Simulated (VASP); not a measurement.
Runs of VASP 6.6.1 on InSb. The structure is that of space group I-4m2 (No. 119), or close to it. The cells are those of the table. 

```csv
cell,gap on the mesh (eV),pressure (GPa)
"a = 4.332 Å, angles 97.4, 97.4, 138.0°, 2 atoms",none,6.6
"a = 4.397 Å, angles 97.2, 97.2, 138.6°, 2 atoms",none,(a)
"a = 4.440 Å, angles 96.5, 96.5, 140.8°, 2 atoms",none,5.2
"a = 4.485 Å, angles 95.8, 95.8, 143.0°, 2 atoms",none,7.5
"a = 4.291 Å, angles 98.2, 98.2, 135.7°, 2 atoms",none,6.5
"a = 4.375 Å, angles 96.6, 96.6, 140.2°, 2 atoms",none,7.5
```

Alike in all rows: task single point; level PBE; potentials or basis VASP PAW PBE potentials, release 64 (In_d, Sb); no spin polarisation; k mesh 16 × 16 × 16; cutoff (eV) 520; smearing gaussian 0.15 eV.

Question: Estimate the missing entries.

Answer: (a) 4.2.

Caveats: spin-orbit coupling is left out, which moves the levels of the heavy elements; the cell stands under pressure (at least some runs); the stress differs along the axes, from 3 to 10 GPa (at least some runs); the stress differs along the axes, from 3 to 17 GPa (at least some runs); the stress differs along the axes, from 5 to 12 GPa (at least some runs).

A k mesh can miss the band edges, and the runs leave out spin-orbit coupling on In, Sb.

A gap of «none» marks levels without a gap at the run's occupations.
